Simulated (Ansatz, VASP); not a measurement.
## Two plane-wave programs on BaSi3

```
Ba Si
1.0
     4.41430    0.00000    0.00000
     0.00000    4.41430    0.00000
     0.00000    0.00000    4.41430
Ba Si
1 3
Direct
  0.00000 0.00000 0.00000
  0.00000 0.50000 0.50000
  0.50000 0.50000 0.00000
  0.50000 0.00000 0.50000
```

Alike in both runs: task single point; functional PBEsol; k mesh 8 × 8 × 8; occupations tetrahedron; no spin polarisation.

|  | VASP | Ansatz |
| --- | --- | --- |
| version | VASP 6.6.1 | Ansatz 0.2.0 |
| potentials or method | VASP PAW PBE potentials, release 64 (Ba_sv, Si), cutoff 520 eV | scalar-relativistic, plane waves, PAW |
| valence electrons in the cell | 22 | 22 |

```tsv
	VASP	Ansatz	Ansatz less VASP
gap on the k mesh at the Fermi level (eV)	none	none	-
pressure (GPa)	1.1	0.1	-1.03
```

VASP's potentials were made for PBE, not for PBEsol. A gap of «none» marks a metal or a gap that the smearing closes. Ansatz's warnings: band table not solved further, tetrahedron derivatives may miss energy slope.

Neither program's run includes spin-orbit coupling.
